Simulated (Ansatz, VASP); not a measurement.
NiSb in VASP and in Ansatz

```
Ni Sb
1.0
     3.94000    0.00000    0.00000
    -1.97000    3.41214    0.00000
     0.00000    0.00000    5.14000
Ni Sb
2 2
Direct
  0.00000 0.00000 0.00000
  0.00000 0.00000 0.50000
  0.33333 0.66667 0.25000
  0.66667 0.33333 0.75000
```

Alike in both runs: task single point; functional PBE; k mesh 6 × 6 × 4; occupations gaussian, width 0.1 eV; no spin polarisation; Hubbard terms Ni d U = 7.7 eV.

|  | VASP | Ansatz |
| --- | --- | --- |
| version | VASP 6.6.1 | Ansatz 0.2.0 |
| potentials or method | VASP PAW PBE potentials, release 64 (Ni, Sb), cutoff 520 eV | scalar-relativistic, plane waves, PAW |
| valence electrons in the cell | 30 | 66 |

|  | VASP | Ansatz | Ansatz less VASP |
| --- | --- | --- | --- |
| gap on the k mesh at the Fermi level (eV) | none | none | - |
| pressure (GPa) | -4.3 | 1.8 | +6.04 |
| traceless stress, the component that is largest in VASP (GPa) | 1.37 | 0.90 | -0.475 |

The programs project onto different local orbitals, so the same U acts differently, and such runs can settle in different states. A gap of «none» marks a metal or a gap that the smearing closes. VASP's potentials hold 30 valence electrons a cell and Ansatz's 66, so a difference there can come from the potentials and not from the codes. Ansatz's warnings: filled band counts differ across k points.

Spin-orbit coupling is off throughout.
